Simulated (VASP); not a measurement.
CdSe: single point with BLYP+D4

Crystal: CdSe.

```
Cd Se
1.0
     0.00000    3.11067    3.11067
     3.11067    0.00000    3.11067
     3.11067    3.11067    0.00000
Cd Se
1 1
Direct
  0.00000 0.00000 0.00000
  0.25000 0.25000 0.25000
```

```yaml
Program: VASP 6.6.1
Task: single point
Functional: BLYP
Dispersion: D4
Potentials_or_basis: VASP PAW PBE potentials, release 64 (Cd, Se)
Cutoff: 520 eV
k_mesh: 8 × 8 × 8
Occupations: fermi-dirac, width 0.05 eV
Spin: no spin polarisation
Dipole_correction: no
Further_INCAR_settings: ALGO = Normal; EDIFF = 1e-06; NBANDS = 16
```

The pressure is -1.2 GPa, the band gap on the k mesh is 0.41 eV, direct and the dispersion energy per atom is -0.559 eV.

Levels at points of the mesh, in eV from the valence-band top:
| k point | band 7 | band 8 | band 9 | band 10 | band 11 | band 12 |
| --- | --- | --- | --- | --- | --- | --- |
| (0.00, 0.00, 0.00) | 0.00 | 0.00 | 0.00 | 0.41 | 5.93 | 5.93 |
| (0.50, 0.00, 0.00) | -4.00 | -0.65 | -0.65 | 2.27 | 6.44 | 6.44 |
| (0.50, 0.50, 0.00) | -3.79 | -1.62 | -1.62 | 3.34 | 3.65 | 8.87 |

It took 48 s on 1 thread of Intel(R) Xeon(R) Platinum 8259CL CPU @ 2.50GHz (Skylake/Cascade Lake), with other jobs on the host, peak memory 0.21 GiB.

Caveat: the PAW data sets were made with another functional, which shifts forces and pressure a little. Expect the measured gap to be larger: semilocal functionals such as BLYP lack the derivative discontinuity.
